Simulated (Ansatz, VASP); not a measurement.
**Mg2SO in VASP and in Ansatz**

```
O S Mg
1.0
     1.63587    0.94447    5.38526
    -1.63587    0.94447    5.38526
     0.00000   -1.88894    5.38526
O S Mg
1 1 2
Direct
  0.00000 0.00000 0.00000
  0.50000 0.50000 0.50000
  0.26166 0.26166 0.26166
  0.73834 0.73834 0.73834
```

Alike in both runs: task single point; functional r2SCAN; k mesh 8 × 8 × 8; no spin polarisation.

```csv
,VASP,Ansatz
version,VASP 6.6.1,Ansatz 0.2.0
potentials or method,"VASP PAW PBE potentials, release 64 (O, S, Mg_sv)","plane waves, PAW"
plane-wave cutoff (eV),920,500
occupations,"gaussian, width 0.01 eV",fixed
valence electrons in the cell,32,32
```

VASP gave:

| Item | Value |
| --- | --- |
| gap on the k mesh at the Fermi level (eV) | 1.84 |
| pressure (GPa) | 7.8 |
| traceless stress, the component that is largest in VASP (GPa) | 0.10 |
| rms of the force components (eV/Å) | 0.058 |

Q: Estimate Ansatz's values.

A: gap on the k mesh at the Fermi level (eV): 1.82; pressure (GPa): 7.6; traceless stress, the component that is largest in VASP (GPa): 0.12; rms of the force components (eV/Å): 0.058.

VASP's potentials were made for PBE, not for r2SCAN. Atom by atom the forces differ by 0.001 eV/Å (rms over components).
